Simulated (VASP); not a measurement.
# HgH (P6/mmm) in VASP: single point with PBE

Aim: the single point of HgH with PBE.

All numbers are computed with VASP 6.6.1; they aren't measurements. Logs are shortened: lines on timing, memory, paths and dates and some standing lists are left out, and cuts for length are marked.

**1. The cell of the first run**

It takes space group P6/mmm (No. 191, hexagonal). The conventional cell has a = 5.571 Å, b = 5.571 Å, c = 3.222 Å, α = 90.00°, β = 90.00°, γ = 120.00°. Hg (site symmetry -6m2) has 6 H at 2.28 Å within 3.0 Å. Hg (site symmetry 6/mmm) has 6 H at 2.79 Å and 14 Hg at 3.22 to 3.60 Å within 3.7 Å. H (site symmetry mmm) has 6 Hg at 2.28 to 2.79 Å and 4 H at 2.79 Å within 3.0 Å.

**2. Single point, PBE**

INCAR

```
PREC = Accurate ; ENCUT = 520
EDIFF = 1E-6 ; ISMEAR = 0
SIGMA = 0.1 ; LREAL = F
LASPH = T ; NELM = 100
ALGO = Normal ; ISIF = 2
LWAVE = F ; LCHARG = F
GGA = PE ; NBANDS = 28
```

KPOINTS

```
regular mesh
0
Gamma
  6 6 6
```

POSCAR

```
HgH
1.0
    5.5709757877      0.0000000000      0.0000000000
   -2.7854878938      4.8246065560      0.0000000000
    0.0000000000      0.0000000000      3.2223860741
Hg H
3 3
Direct
    0.3333333333      0.6666666667      0.5000000000
    0.0000000000      0.0000000000      0.0000000000
    0.6666666667      0.3333333333      0.5000000000
    1.0000000000      0.5000000000      0.0000000000
    0.5000000000      1.0000000000      0.0000000000
    0.5000000000      0.5000000000      0.0000000000
```

Potentials or basis: VASP PAW PBE potentials, release 64 (Hg, H).

On the command line:

```sh
$ cat potpaw_PBE.64/Hg/POTCAR potpaw_PBE.64/H/POTCAR > POTCAR
$ mpirun -np 1 vasp_std > vasp.out
```

OUTCAR:

```text
PREC = Accurate
   ENCUT = 520
   EDIFF = 1E-6
   ISMEAR = 0
   LREAL = F
   LASPH = T
   NELM = 100
   ISIF = 2
   GGA = PE

 ion  position               nearest neighbor table
   1  0.333  0.667  0.500-   5 2.28   5 2.28   4 2.28   4 2.28   6 2.28   6 2.28   3 3.22   3 3.22
                             3 3.22   2 3.60   2 3.60   2 3.60   2 3.60   2 3.60   2 3.60
   2  0.000  0.000  0.000-   1 3.60   3 3.60   1 3.60   3 3.60   1 3.60   1 3.60   3 3.60   3 3.60
                             3 3.60   3 3.60   1 3.60   1 3.60
   3  0.667  0.333  0.500-   5 2.28   5 2.28   4 2.28   4 2.28   6 2.28   6 2.28   1 3.22   1 3.22
                             1 3.22   2 3.60   2 3.60   2 3.60   2 3.60   2 3.60   2 3.60
   4  0.000  0.500  0.000-   1 2.28   3 2.28   1 2.28   3 2.28
   5  0.500  0.000  0.000-   1 2.28   3 2.28   1 2.28   3 2.28
   6  0.500  0.500  0.000-   1 2.28   3 2.28   1 2.28   3 2.28

  LATTYP: Found a hexagonal cell.
 ALAT       =     5.5709757877
 C/A-ratio  =     0.5784239955

  Lattice vectors:

 A1 = (   5.5709757877,   0.0000000000,   0.0000000000)
 A2 = (  -2.7854878938,   4.8246065560,   0.0000000000)
 A3 = (   0.0000000000,   0.0000000000,   3.2223860741)

Analysis of symmetry for initial positions (statically):
=====================================================================
 Subroutine PRICEL returns:
 Original cell was already a primitive cell.

 Routine SETGRP: Setting up the symmetry group for a
 hexagonal supercell.

 Subroutine GETGRP returns: Found 24 space group operations
 (whereof 24 operations were pure point group operations)
 out of a pool of 24 trial point group operations.

The static configuration has the point symmetry D_6h.

Analysis of symmetry for dynamics (positions and initial velocities):
=====================================================================
 Subroutine PRICEL returns:
 Original cell was already a primitive cell.

 Routine SETGRP: Setting up the symmetry group for a
 hexagonal supercell.

 Subroutine GETGRP returns: Found 24 space group operations
 (whereof 24 operations were pure point group operations)
 out of a pool of 24 trial point group operations.

The dynamic configuration has the point symmetry D_6h.

 Subroutine INISYM returns: Found 24 space group operations
 (whereof 24 operations are pure point group operations),
 and found     1 'primitive' translations

----------------------------------------------------------------------------------------

                                     Primitive cell

  volume of cell :      86.6105

  direct lattice vectors                    reciprocal lattice vectors
     5.570975788  0.000000000  0.000000000     0.179501767  0.103635394  0.000000000
    -2.785487894  4.824606556  0.000000000     0.000000000  0.207270787  0.000000000
     0.000000000  0.000000000  3.222386074     0.000000000  0.000000000  0.310329047

  length of vectors
     5.570975788  5.570975788  3.222386074     0.207270787  0.207270787  0.310329047

  position of ions in fractional coordinates (direct lattice)
     0.333333333  0.666666667  0.500000000
     0.000000000  0.000000000  0.000000000
     0.666666667  0.333333333  0.500000000
     0.000000000  0.500000000  0.000000000
     0.500000000  0.000000000  0.000000000
     0.500000000  0.500000000  0.000000000

  ion indices of the primitive-cell ions
   primitive index   ion index
                 1           1
                 2           2
                 3           3
                 4           4
                 5           5
                 6           6

----------------------------------------------------------------------------------------

 KPOINTS: regular mesh

Automatic generation of k-mesh.
 Grid dimensions read from file:
 generate k-points for:    6    6    6

 Generating k-lattice:

  Cartesian coordinates                     Fractional coordinates (reciprocal lattice)
     0.029916961  0.017272566  0.000000000     0.166666667  0.000000000  0.000000000
     0.000000000  0.034545131  0.000000000     0.000000000  0.166666667  0.000000000
     0.000000000  0.000000000  0.051721508     0.000000000  0.000000000  0.166666667

  Length of vectors
     0.034545131  0.034545131  0.051721508

  Shift w.r.t. Gamma in fractional coordinates (k-lattice)
     0.000000000  0.000000000  0.000000000

 Subroutine IBZKPT returns following result:
 ===========================================

 Found     28 irreducible k-points:

 Following reciprocal coordinates:
            Coordinates               Weight
  0.000000  0.000000  0.000000      1.000000
  0.166667  0.000000  0.000000      6.000000
  0.333333  0.000000  0.000000      6.000000
  0.500000  0.000000  0.000000      3.000000
  0.166667  0.166667  0.000000      6.000000
  0.333333  0.166667  0.000000     12.000000
[... 16 lines left out ...]
  0.166667  0.000000  0.500000      6.000000
  0.333333  0.000000  0.500000      6.000000
 [... further k-points ...]
   k-points           NKPTS =     28   k-points in BZ     NKDIM =     28   number of bands    NBANDS=     28
   number of dos      NEDOS =    301   number of ions     NIONS =      6
   total plane-waves  NPLWV =  42336
   dimension x,y,z NGX =    42 NGY =   42 NGZ =   24
   dimension x,y,z NGXF=    84 NGYF=   84 NGZF=   48
   ions per type =               3   3
   NGX,Y,Z   is equivalent  to a cutoff of  12.53, 12.53, 12.38 a.u.
   NGXF,Y,Z  is equivalent  to a cutoff of  25.07, 25.07, 24.76 a.u.
 SYSTEM =  unknown system
   PREC   = accura    normal or accurate (medium, high low for compatibility)
   ISTART =      0    job   : 0-new  1-cont  2-samecut
   ICHARG =      2    charge: 1-file 2-atom 10-const
   ISPIN  =      1    spin polarized calculation?
   LNONCOLLINEAR =      F non collinear calculations
   LSORBIT =      F    spin-orbit coupling
   LASPH  =      T    aspherical Exc in radial PAW
   ENCUT  =  520.0 eV  38.22 Ry    6.18 a.u.  10.36 10.36  5.99*2*pi/ulx,y,z
   NELM   =    100;   NELMIN=  2; NELMDL= -5     # of ELM steps
   EDIFF  = 0.1E-05   stopping-criterion for ELM
   LREAL  =      F    real-space projection
   EDIFFG = 0.1E-04   stopping-criterion for IOM
   NSW    =      0    number of steps for IOM
   IBRION =     -1    ionic relax: 0-MD 1-quasi-New 2-CG
   NFREE  =      0    steps in history (QN), initial steepest desc. (CG)
   ISIF   =      2    stress and relaxation
   ISYM   =      2    0-nonsym 1-usesym 2-fastsym
   POTIM  = 0.5000    time-step for ionic-motion
   TEBEG  =    0.0;   TEEND  =   0.0 temperature during run
   PSTRESS=    0.0 pullay stress
   NELECT =      39.0000    total number of electrons
   NUPDOWN=      -1.0000    fix difference up-down
   EMIN   =  10.00;   EMAX   =-10.00  energy-range for DOS
   EFERMI =   0.00;   METHOD = LEGACY
   ISMEAR =     0;   SIGMA  =   0.10  broadening in eV -4-tet -1-fermi 0-gaus
   EFERMI_NEDOS =   21; number of points for ismear=-14 and -15
   IALGO  =     38    algorithm
   IMIX   =      4    mixing-type and parameters
     AMIX     =   0.40;   BMIX     =  1.00
     AMIX_MAG =   1.60;   BMIX_MAG =  1.00
  volume/ion in A,a.u.               =      14.44        97.41
  Fermi-wavevector in a.u.,A,eV,Ry     =   1.254795  2.371219 21.422516  1.574511
  Thomas-Fermi vector in A             =   2.388583
   LORBIT       =      0    0 simple, 1 ext, 2 COOP (PROOUT), +10 PAW based schemes
   GGA     = PE    functional components
   LHFCALC =     F    Hartree Fock is set to
   AEXX    =    0.0000 exact exchange contribution
   IVDW    =     0    specifies the selected vdW correction
   LEPSILON=     F    determine dielectric tensor
   LRPA    =     F    only Hartree local field effects (RPA)
 non-spin polarized calculation
 Gauss-broadening in eV      SIGMA  =   0.10
  energy-cutoff  :      520.00
  volume of cell :       86.61
 maximum number of plane-waves:      2370
 NGX is ok and might be reduce to    42
   NGX = 21   NGY = 21   NGZ = 11

 number of electron      39.0000008 magnetization

 Free energy of the ion-electron system (eV)
  ---------------------------------------------------
  ext. energy  EPLUGINS =         0.00000000
  ---------------------------------------------------
  free energy    TOTEN  =        -6.67399853 eV

  energy without entropy =       -6.66688137  energy(sigma->0) =       -6.67043995

 E-fermi :   1.8553     XC(G=0): -10.4615

 val. band max:        1.8469719901   @ k =   0.3333   0.0000   0.5000
 cond. band min:       1.9908210008   @ k =   0.3333   0.3333   0.3333
 fundamental gap:      0.1438490107
 Fermi energy:         1.8553289368

 k-point     1 :       0.0000    0.0000    0.0000
  band No.  band energies     occupation
      1      -7.7058      2.00000
      2      -5.5940      2.00000
      3      -5.4497      2.00000
      4      -5.3681      2.00000
      5      -5.3681      2.00000
      6      -4.7696      2.00000
[... 20 lines left out ...]
     27      13.9581      0.00000
     28      13.9581      0.00000

 k-point     2 :       0.1667    0.0000    0.0000
  band No.  band energies     occupation
      1      -7.5468      2.00000
      2      -5.6529      2.00000
      3      -5.5422      2.00000
      4      -5.4117      2.00000
      5      -5.3432      2.00000
      6      -4.8163      2.00000
[... 20 lines left out ...]
     27      12.8232      0.00000
     28      13.5397      0.00000

 k-point     3 :       0.3333    0.0000    0.0000
  band No.  band energies     occupation
      1      -7.1266      2.00000
      2      -6.0077      2.00000
      3      -5.4680      2.00000
      4      -5.4204      2.00000
      5      -5.3990      2.00000
      6      -4.8475      2.00000
[... 20 lines left out ...]
     27      11.4478      0.00000
     28      12.7191      0.00000

 k-point     4 :       0.5000    0.0000    0.0000
  band No.  band energies     occupation
      1      -6.7522      2.00000
      2      -6.3025      2.00000
      3      -5.4874      2.00000
      4      -5.4657      2.00000
      5      -5.3141      2.00000
      6      -4.8626      2.00000
[... 578 lines left out ...]
     27       6.5158      0.00000
     28       8.9524      0.00000

 k-point    23 :       0.1667    0.0000    0.5000
  band No.  band energies     occupation
      1      -6.1568      2.00000
      2      -6.1258      2.00000
      3      -5.2794      2.00000
      4      -5.2057      2.00000
      5      -5.0377      2.00000
      6      -4.9272      2.00000
[... 20 lines left out ...]
     27       7.4265      0.00000
     28       9.4491      0.00000

 k-point    24 :       0.3333    0.0000    0.5000
  band No.  band energies     occupation
      1      -6.1359      2.00000
      2      -6.0773      2.00000
      3      -5.4854      2.00000
      4      -5.2387      2.00000
      5      -5.1277      2.00000
      6      -4.9831      2.00000
[... 20 lines left out ...]
     27       9.2736      0.00000
     28      10.5657      0.00000

 [... further k-points ...]
[... 5 lines left out ...]
  --------------------------------------------------------------------------------------
  -------------------------------------------------------------------------------------
  Total        1.2553390      1.2553390      0.7927830      0.0000000      0.0000000      0.0000000
  in kB       23.2220666     23.2220666     14.6654083      0.0000000      0.0000000      0.0000000
  external PRESSURE =      20.3698472 kB  Pullay stress =       0.0000000 kB

 VOLUME and BASIS-vectors are now :
 -----------------------------------------------------------------------------
  energy-cutoff  :      520.00
  volume of cell :       86.61
      direct lattice vectors                 reciprocal lattice vectors
     5.570975788  0.000000000  0.000000000     0.179501767  0.103635394  0.000000000
    -2.785487894  4.824606556  0.000000000     0.000000000  0.207270787  0.000000000
     0.000000000  0.000000000  3.222386074     0.000000000  0.000000000  0.310329047

 POSITION                                       TOTAL-FORCE (eV/Angst)
 -----------------------------------------------------------------------------------
     -0.00000      3.21640      1.61119        -0.000000      0.000000      0.000000
      0.00000      0.00000      0.00000         0.000000      0.000000      0.000000
      2.78549      1.60820      1.61119         0.000000     -0.000000      0.000000
     -1.39274      2.41230      0.00000         0.000000      0.000000      0.000000
      2.78549      0.00000      0.00000         0.000000      0.000000      0.000000
      1.39274      2.41230      0.00000         0.000000      0.000000      0.000000
 -----------------------------------------------------------------------------------
    total drift:                               -0.000000      0.000000     -0.000000

  FREE ENERGIE OF THE ION-ELECTRON SYSTEM (eV)
  ---------------------------------------------------
  free  energy   TOTEN  =        -6.6739985340 eV

  energy  without entropy=       -6.6668813670  energy(sigma->0) =       -6.67043995
```

Run time: 67 s. Hardware: 1 thread of Intel Xeon Platinum 8488C (Sapphire Rapids), shared host; peak memory 0.22 GiB.

Results:

```
Free energy : -6.6740 eV
Pressure    : 2.0 GPa
```

Stress tensor (GPa, compression positive):
```
2.32 0.00 0.00
0.00 2.32 0.00
0.00 0.00 1.47
```

Levels at points of the mesh, in eV from the Fermi level:
| k point | band 16 | band 17 | band 18 | band 19 | band 20 | band 21 | band 22 | band 23 | band 24 | band 25 |
| --- | --- | --- | --- | --- | --- | --- | --- | --- | --- | --- |
| (0.00, 0.00, 0.00) | -5.44 | -2.54 | -2.54 | -1.91 | -1.84 | 1.45 | 1.45 | 5.84 | 7.30 | 8.80 |
| (0.50, 0.00, 0.00) | -5.49 | -5.45 | -3.88 | -2.49 | 1.81 | 3.59 | 3.76 | 5.86 | 6.61 | 8.01 |
| (0.00, 0.00, 0.50) | -4.58 | -3.54 | 0.40 | 0.40 | 0.92 | 1.41 | 2.25 | 3.21 | 3.35 | 3.35 |
| (0.50, 0.00, 0.50) | -4.12 | -2.41 | -2.19 | -1.92 | -0.20 | 0.14 | 1.87 | 2.66 | 5.74 | 6.03 |

Caveat: spin-orbit coupling is left out, which moves the levels of the heavy elements.
